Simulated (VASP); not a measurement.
Li2WN2, 5 atoms in the cell. Symmetry: I4/mmm, No. 139, tetragonal system. The conventional cell has a = 3.677 Å, b = 3.677 Å, c = 8.601 Å, α = 90.00°, β = 90.00°, γ = 90.00°. Within 2.9 Å of Li (site symmetry 4mm) lie 4 N at 2.12 Å and 1 Li at 2.19 Å and 4 W at 2.82 Å. Within 3.7 Å of W (site symmetry 4/mmm) lie 10 Li at 2.82 to 3.20 Å and 8 N at 2.83 Å and 4 W at 3.68 Å. N (site symmetry -4m2) has 4 Li at 2.12 Å and 4 N at 2.60 Å and 4 W at 2.83 Å within 2.9 Å. The cell was generated, and may not be a known phase.

```yaml
Program: VASP 6.6.1
Task: relaxation of cell and atoms
Functional: PBE
Potentials_or_basis: VASP PAW PBE potentials, release 64 (Li_sv, W_sv, N)
Cutoff: 600 eV
k_mesh: 6 × 6 × 6
Occupations: gaussian, width 0.1 eV
Spin: collinear spin, zero start
Starting_moments: "[0.0, 0.0, 0.0, 0.0, 0.0] μB"
Dipole_correction: no
Further_INCAR_settings: ALGO = Normal; EDIFF = 1e-06; IBRION = 2; EDIFFG = -0.04; NSW = 90; ISIF = 3
```

Potentials or basis: VASP PAW PBE potentials, release 64 (Li_sv, W_sv, N).

The run is started by

```sh
$ cat potpaw_PBE.64/Li_sv/POTCAR potpaw_PBE.64/W_sv/POTCAR potpaw_PBE.64/N/POTCAR > POTCAR
$ mpirun -np 1 vasp_std > vasp.out
```

Hardware: 1 thread of Intel(R) Xeon(R) 6975P-C (Granite Rapids), on a shared host.

Question: Estimate the wall time of this run.

Answer: Run time: 11 min on 1 thread of Intel(R) Xeon(R) 6975P-C (Granite Rapids), with other jobs on the host, peak memory 0.35 GiB. Counts: scf iterations 139, k points 30, ion steps 11.
